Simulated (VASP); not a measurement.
# NaCaI3 (Pm-3m) in VASP: a series of runs, part 2 of 2

VASP 6.6.1.

### 3 Single point, HSE06

This run uses another cell than the first one, of 45.98 Å³/atom.

The input, POSCAR:

```
NaCaI3
1.0
    6.1258977255      0.0000000000      0.0000000000
    0.0000000000      6.1258977255      0.0000000000
    0.0000000000      0.0000000000      6.1258977255
Na Ca I
1 1 3
Direct
    0.0000000000      0.0000000000      0.0000000000
    0.5000000000      0.5000000000      0.5000000000
    0.5000000000      0.5000000000      0.0000000000
    0.5000000000      0.0000000000      0.5000000000
    0.0000000000      0.5000000000      0.5000000000
```

The input, INCAR.step1:

```
PREC = Accurate
ENCUT = 520
EDIFF = 1E-5
ISMEAR = 0
SIGMA = 0.01
LREAL = F
LASPH = T
NELM = 100
ALGO = Normal
ISIF = 2
LWAVE = T
LCHARG = F
NBANDS = 27
GGA = PE
```

The input, INCAR.step2:

```
PREC = Accurate
ENCUT = 520
EDIFF = 1E-6
ISMEAR = 0
SIGMA = 0.01
LREAL = F
LASPH = T
NELM = 100
ALGO = Normal
ISIF = 2
LWAVE = F
LCHARG = F
GGA = PE
LHFCALC = T
HFSCREEN = 0.2079
PRECFOCK = Fast
NBANDS = 27
ISTART = 1
```

The input, KPOINTS:

```
regular mesh
0
Gamma
  2 2 2
```

Potentials or basis: VASP PAW PBE potentials, release 64 (Na_pv, Ca_sv, I).

Started as:

```console
cat potpaw_PBE.64/Na_pv/POTCAR potpaw_PBE.64/Ca_sv/POTCAR potpaw_PBE.64/I/POTCAR > POTCAR
cp INCAR.step1 INCAR
mpirun -np 1 vasp_std > vasp.out
cp INCAR.step2 INCAR
mpirun -np 1 vasp_std > vasp.out
```

OUTCAR:

```text
PREC = Accurate
   ENCUT = 520
   EDIFF = 1E-6
   ISMEAR = 0
   LREAL = F
   LASPH = T
   NELM = 100
   ISIF = 2
   GGA = PE
   LHFCALC = T
   HFSCREEN = 0.2079
   PRECFOCK = Fast
   ISTART = 1

 ion  position               nearest neighbor table
   1  0.000  0.000  0.000-
   2  0.500  0.500  0.500-   3 3.06   4 3.06   5 3.06   3 3.06   4 3.06   5 3.06
   3  0.500  0.500  0.000-   2 3.06   2 3.06
   4  0.500  0.000  0.500-   2 3.06   2 3.06
   5  0.000  0.500  0.500-   2 3.06   2 3.06

  LATTYP: Found a simple cubic cell.
 ALAT       =     6.1258977255

  Lattice vectors:

 A1 = (   6.1258977255,   0.0000000000,   0.0000000000)
 A2 = (   0.0000000000,   6.1258977255,   0.0000000000)
 A3 = (   0.0000000000,   0.0000000000,   6.1258977255)

Analysis of symmetry for initial positions (statically):
=====================================================================
 Subroutine PRICEL returns:
 Original cell was already a primitive cell.

 Routine SETGRP: Setting up the symmetry group for a
 simple cubic supercell.

 Subroutine GETGRP returns: Found 48 space group operations
 (whereof 48 operations were pure point group operations)
 out of a pool of 48 trial point group operations.

The static configuration has the point symmetry O_h .

Analysis of symmetry for dynamics (positions and initial velocities):
=====================================================================
 Subroutine PRICEL returns:
 Original cell was already a primitive cell.

 Routine SETGRP: Setting up the symmetry group for a
 simple cubic supercell.

 Subroutine GETGRP returns: Found 48 space group operations
 (whereof 48 operations were pure point group operations)
 out of a pool of 48 trial point group operations.

The dynamic configuration has the point symmetry O_h .

 Subroutine INISYM returns: Found 48 space group operations
 (whereof 48 operations are pure point group operations),
 and found     1 'primitive' translations

----------------------------------------------------------------------------------------

                                     Primitive cell

  volume of cell :     229.8843

  direct lattice vectors                    reciprocal lattice vectors
     6.125897725  0.000000000  0.000000000     0.163241380  0.000000000  0.000000000
     0.000000000  6.125897725  0.000000000     0.000000000  0.163241380  0.000000000
     0.000000000  0.000000000  6.125897725     0.000000000  0.000000000  0.163241380

  length of vectors
     6.125897725  6.125897725  6.125897725     0.163241380  0.163241380  0.163241380

  position of ions in fractional coordinates (direct lattice)
     0.000000000  0.000000000  0.000000000
     0.500000000  0.500000000  0.500000000
     0.500000000  0.500000000  0.000000000
     0.500000000  0.000000000  0.500000000
     0.000000000  0.500000000  0.500000000

  ion indices of the primitive-cell ions
   primitive index   ion index
                 1           1
                 2           2
[... 28 lines left out ...]
 Found      4 irreducible k-points:

 Following reciprocal coordinates:
            Coordinates               Weight
  0.000000  0.000000  0.000000      1.000000
  0.500000  0.000000  0.000000      3.000000
  0.500000  0.500000  0.000000      3.000000
  0.500000  0.500000  0.500000      1.000000
   k-points           NKPTS =      4   k-points in BZ     NKDIM =      8   number of bands    NBANDS=     27
   number of dos      NEDOS =    301   number of ions     NIONS =      5
   total plane-waves  NPLWV = 110592
   dimension x,y,z NGX =    48 NGY =   48 NGZ =   48
   dimension x,y,z NGXF=    96 NGYF=   96 NGZF=   96
   ions per type =               1   1   3
   NGX,Y,Z   is equivalent  to a cutoff of  13.03, 13.03, 13.03 a.u.
   NGXF,Y,Z  is equivalent  to a cutoff of  26.05, 26.05, 26.05 a.u.
 SYSTEM =  unknown system
   PREC   = accura    normal or accurate (medium, high low for compatibility)
   ISTART =      1    job   : 0-new  1-cont  2-samecut
   ICHARG =      0    charge: 1-file 2-atom 10-const
   ISPIN  =      1    spin polarized calculation?
   LNONCOLLINEAR =      F non collinear calculations
   LSORBIT =      F    spin-orbit coupling
   LASPH  =      T    aspherical Exc in radial PAW
   ENCUT  =  520.0 eV  38.22 Ry    6.18 a.u.  11.39 11.39 11.39*2*pi/ulx,y,z
   NELM   =    100;   NELMIN=  2; NELMDL=  0     # of ELM steps
   EDIFF  = 0.1E-05   stopping-criterion for ELM
   LREAL  =      F    real-space projection
   EDIFFG = 0.1E-04   stopping-criterion for IOM
   NSW    =      0    number of steps for IOM
   IBRION =     -1    ionic relax: 0-MD 1-quasi-New 2-CG
   NFREE  =      0    steps in history (QN), initial steepest desc. (CG)
   ISIF   =      2    stress and relaxation
   ISYM   =      3    0-nonsym 1-usesym 2-fastsym
   POTIM  = 0.5000    time-step for ionic-motion
   TEBEG  =    0.0;   TEEND  =   0.0 temperature during run
   PSTRESS=    0.0 pullay stress
   NELECT =      38.0000    total number of electrons
   NUPDOWN=      -1.0000    fix difference up-down
   EMIN   =  10.00;   EMAX   =-10.00  energy-range for DOS
   EFERMI =   0.00;   METHOD = LEGACY
   ISMEAR =     0;   SIGMA  =   0.01  broadening in eV -4-tet -1-fermi 0-gaus
   EFERMI_NEDOS =   21; number of points for ismear=-14 and -15
   IALGO  =     38    algorithm
   IMIX   =      1    mixing-type and parameters
     AMIX     =   0.40;   BMIX     =  1.00
     AMIX_MAG =   1.60;   BMIX_MAG =  1.00
  volume/ion in A,a.u.               =      45.98       310.27
  Fermi-wavevector in a.u.,A,eV,Ry     =   0.898462  1.697847 10.983080  0.807234
  Thomas-Fermi vector in A             =   2.021174
   LORBIT       =      0    0 simple, 1 ext, 2 COOP (PROOUT), +10 PAW based schemes
   GGA     = PE    functional components
   LHFCALC =     T    Hartree Fock is set to
   PRECFOCK=fast      Normal, Fast or Accurate (Low or Medium for compatibility)
   ENCUT4O =  -1.0   cutoff for four orbital integrals eV
   NKREDX  =     1    reduce k-point grid by
   NKREDY  =     1    reduce k-point grid by
   NKREDZ  =     1    reduce k-point grid by
   AEXX    =    0.2500 exact exchange contribution
   HFSCREEN=    0.2079 screening length (either q_TF or 0.3 A-1)
   HFSCREENC=   0.2079 screening length for correlation (either q_TF or 0.3 A-1)
   ENCUTFOCK=  -1.0 apply spherical cutoff to Coloumb kernel
   IVDW    =     0    specifies the selected vdW correction
   LEPSILON=     F    determine dielectric tensor
   LRPA    =     F    only Hartree local field effects (RPA)
 non-spin polarized calculation
 Gauss-broadening in eV      SIGMA  =   0.01
  energy-cutoff  :      520.00
  volume of cell :      229.88
 maximum number of plane-waves:      6216
 NGX is ok and might be reduce to    48
  NGX = 24; NGY = 24; NGZ = 24

 number of electron      38.0000003 magnetization

 Free energy of the ion-electron system (eV)
  ---------------------------------------------------
  ext. energy  EPLUGINS =         0.00000000
  ---------------------------------------------------
  free energy    TOTEN  =       -16.50922670 eV

  energy without entropy =      -16.50922670  energy(sigma->0) =      -16.50922670

 E-fermi :  -0.0003     XC(G=0):  -5.8486

 val. band max:       -0.1710621375   @ k =   0.5000   0.5000   0.5000
 cond. band min:       3.1707825670   @ k =   0.0000   0.0000   0.0000
 fundamental gap:      3.3418447045
 Fermi energy:        -0.0002928071

 k-point     1 :       0.0000    0.0000    0.0000
  band No.  band energies     occupation
      1     -43.2045      2.00000
      2     -27.2982      2.00000
      3     -27.2982      2.00000
      4     -27.2982      2.00000
      5     -22.7597      2.00000
      6     -22.7597      2.00000
[... 109 lines left out ...]
     26       6.6151      0.00000
     27       7.8895      0.00000

------------------------ aborting loop because EDIFF is reached ----------------------------------------

  FORCE on cell =-STRESS in cart. coord.  units (eV):
  Direction    XX          YY          ZZ          XY          YZ          ZX
  --------------------------------------------------------------------------------------
  -------------------------------------------------------------------------------------
  Total        0.3139689      0.3139689      0.3139689     -0.0000000     -0.0000000      0.0000000
  in kB        2.1882049      2.1882049      2.1882049     -0.0000000     -0.0000000      0.0000000
  external PRESSURE =       2.1882049 kB  Pullay stress =       0.0000000 kB

 VOLUME and BASIS-vectors are now :
 -----------------------------------------------------------------------------
  energy-cutoff  :      520.00
  volume of cell :      229.88
      direct lattice vectors                 reciprocal lattice vectors
     6.125897725  0.000000000  0.000000000     0.163241380  0.000000000  0.000000000
     0.000000000  6.125897725  0.000000000     0.000000000  0.163241380  0.000000000
     0.000000000  0.000000000  6.125897725     0.000000000  0.000000000  0.163241380

 POSITION                                       TOTAL-FORCE (eV/Angst)
 -----------------------------------------------------------------------------------
      0.00000      0.00000      0.00000         0.000000      0.000000      0.000000
      3.06295      3.06295      3.06295         0.000000      0.000000      0.000000
      3.06295      3.06295      0.00000         0.000000      0.000000      0.000000
      3.06295      0.00000      3.06295         0.000000      0.000000      0.000000
      0.00000      3.06295      3.06295         0.000000      0.000000      0.000000
 -----------------------------------------------------------------------------------
    total drift:                                0.000000      0.000001      0.000000

  FREE ENERGIE OF THE ION-ELECTRON SYSTEM (eV)
  ---------------------------------------------------
  free  energy   TOTEN  =       -16.5092266965 eV

  energy  without entropy=      -16.5092266965  energy(sigma->0) =      -16.50922670
```

It took 2.4 min on 1 thread of AMD EPYC 7R13 (Zen 3), shared host; peak memory 0.41 GiB.

What came out:

```yaml
Free_energy: -16.5092 eV
Pressure: 0.2 GPa
Band_gap_on_the_k_mesh: 3.34 eV (least direct gap 3.71 eV)
```

Caveat: the k points lie up to 0.51 Å⁻¹ apart; the PAW data sets were made with another functional, which shifts forces and pressure a little; spin-orbit coupling is left out, which moves the levels of the heavy elements.

### 4 Single point, HSE06 (strain +0.5%)

POSCAR, as its differences from that of step 3:

```diff
@@ -2,5 +2,5 @@
 1.0
-    6.1258977255      0.0000000000      0.0000000000
-    0.0000000000      6.1258977255      0.0000000000
-    0.0000000000      0.0000000000      6.1258977255
+    6.1565272141      0.0000000000      0.0000000000
+    0.0000000000      6.1565272141      0.0000000000
+    0.0000000000      0.0000000000      6.1565272141
 Na Ca I
```

The input, INCAR.step1:

```
PREC = Accurate
ENCUT = 520
EDIFF = 1E-5
ISMEAR = 0
SIGMA = 0.01
LREAL = False
LASPH = True
NELM = 100
ALGO = Normal
ISIF = 2
LWAVE = True
NBANDS = 27
GGA = PE
```

The input, INCAR.step2:

```
PREC = Accurate
ENCUT = 520
EDIFF = 1E-6
ISMEAR = 0
SIGMA = 0.01
LREAL = False
LASPH = True
NELM = 100
ALGO = Normal
ISIF = 2
LWAVE = False
LCHARG = True
GGA = PE
LHFCALC = True
HFSCREEN = 0.2079
PRECFOCK = Fast
LELF = True
LVHAR = True
NBANDS = 27
ISTART = 1
```

KPOINTS is that of step 3.

Started as:

```console
cat potpaw_PBE.64/Na_pv/POTCAR potpaw_PBE.64/Ca_sv/POTCAR potpaw_PBE.64/I/POTCAR > POTCAR
cp INCAR.step1 INCAR
mpirun -np 1 vasp_std > vasp.out
cp INCAR.step2 INCAR
mpirun -np 1 vasp_std > vasp.out
```

Wall time 2.4 min (1 thread of AMD EPYC 7R13 (Zen 3), shared host); peak memory 0.42 GiB.

The run converged. Its results:

* Free energy: -16.5115 eV
* Pressure: 0.0 GPa
* Band gap on the k mesh: 3.35 eV (least direct gap 3.71 eV)

Levels at points of the mesh, in eV from the valence-band top:
| k point | band 16 | band 17 | band 18 | band 19 | band 20 | band 21 | band 22 | band 23 |
| --- | --- | --- | --- | --- | --- | --- | --- | --- |
| (0.00, 0.00, 0.00) | -0.68 | -0.37 | -0.37 | -0.37 | 3.35 | 4.93 | 4.93 | 4.93 |
| (0.50, 0.00, 0.00) | -1.09 | -0.82 | -0.47 | -0.47 | 4.64 | 5.02 | 5.43 | 5.82 |
| (0.50, 0.50, 0.00) | -1.09 | -1.07 | -1.07 | -0.01 | 4.67 | 6.10 | 6.20 | 6.20 |
| (0.50, 0.50, 0.50) | -1.42 | 0.00 | 0.00 | 0.00 | 3.73 | 6.56 | 6.56 | 6.56 |

Caveat: the k points lie up to 0.51 Å⁻¹ apart; the cell differs from its parent crystal (strain +0.5%); the PAW data sets were made with another functional, which shifts forces and pressure a little; spin-orbit coupling is left out, which moves the levels of the heavy elements. A k mesh can miss the band edges.

### 5 Overview

| cell | gap on the mesh (eV) | pressure (GPa) |
| --- | --- | --- |
| a = 6.065 Å, 5 atoms | 3.33 | 0.8 |
| a = 6.126 Å, 5 atoms | 3.34 | 0.2 |
| a = 6.157 Å, 5 atoms | 3.35 | 0.0 |

Alike in all rows: task single point; level HSE06; potentials or basis VASP PAW PBE potentials, release 64 (Na_pv, Ca_sv, I); no spin polarisation; k mesh 2 × 2 × 2; cutoff (eV) 520; smearing gaussian 0.01 eV.

Caveats: all runs use coarse meshes; the PAW data sets were made with another functional, which shifts forces and pressure a little; spin-orbit coupling is left out, which moves the levels of the heavy elements.

Total energies depend on the potentials used, so only differences within one code and one set of settings carry meaning.
